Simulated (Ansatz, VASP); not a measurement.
# TaW4: VASP beside Ansatz

```
CELL_PARAMETERS angstrom
2.26646 1.30854 4.62674
-2.26646 1.30854 4.62674
0.00000 -2.61708 4.62674
ATOMIC_POSITIONS crystal
Ta 0.50000 0.50000 0.50000
W 0.90112 0.90112 0.90112
W 0.09888 0.09888 0.09888
W 0.29828 0.29828 0.29828
W 0.70172 0.70172 0.70172
```

Alike in both runs: task relaxation of cell and atoms; functional PBE; k mesh 12 × 12 × 12; occupations gaussian, width 0.1 eV; no spin polarisation.

|  | VASP | Ansatz |
| --- | --- | --- |
| version | VASP 6.6.1 | Ansatz 0.2.0 |
| potentials or method | VASP PAW PBE potentials, release 64 (Ta_pv, W_sv), cutoff 600 eV | scalar-relativistic, plane waves, PAW |
| valence electrons in the cell | 67 | 69 |

```csv
,VASP,Ansatz,Ansatz less VASP
"gap on the k mesh at the Fermi level, each at its own relaxed structure (eV)",none,none,-
relaxed volume (Å³/atom),16.49,16.47,-0.027
relaxed length of the cell vector where the two differ most in proportion (Å),5.318,5.316,-0.0028
```

A gap of «none» marks a metal or a gap that the smearing closes. VASP's potentials hold 67 valence electrons a cell and Ansatz's 69, so a difference there can come from the potentials and not from the codes.

Spin-orbit coupling is off throughout.
